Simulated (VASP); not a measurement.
Si: single point with PBE

Si:

```
Si
1.0
     0.00000    2.71547    2.71547
     2.71547    0.00000    2.71547
     2.71547    2.71547    0.00000
Si
2
Cartesian
  0.0000 0.0000 0.0000
  1.3577 1.3577 1.3577
```

- Program: VASP 6.6.1
- Task: single point
- Functional: PBE
- Potentials or basis: VASP PAW PBE potentials, release 64 (Si)
- Cutoff: 500 eV
- k mesh: 10 × 10 × 10
- Occupations: gaussian, width 0.02 eV
- Spin: no spin polarisation
- Dipole correction: no
- Further INCAR settings: ALGO = Normal; EDIFF = 1e-06; NBANDS = 11

```
Pressure               : 1.9 GPa
Band gap on the k mesh : 0.58 eV, indirect (least direct gap 2.57 eV)
```

Levels at points of the mesh, in eV from the valence-band top:
```tsv
k point	band 1	band 2	band 3	band 4	band 5	band 6	band 7	band 8
(0.00, 0.00, 0.00)	-11.96	0.00	0.00	0.00	2.57	2.57	2.57	3.37
(0.50, 0.00, 0.00)	-9.63	-6.96	-1.20	-1.20	1.54	3.34	3.34	7.73
(0.50, 0.50, 0.00)	-7.81	-7.81	-2.85	-2.85	0.71	0.71	10.11	10.11
```

Run time: 16 s on 1 thread of Intel Xeon 6975P-C, with other jobs on the host, peak memory 0.15 GiB.

A k mesh can miss the band edges. A hybrid or GW would open this gap; PBE tends to underestimate it.
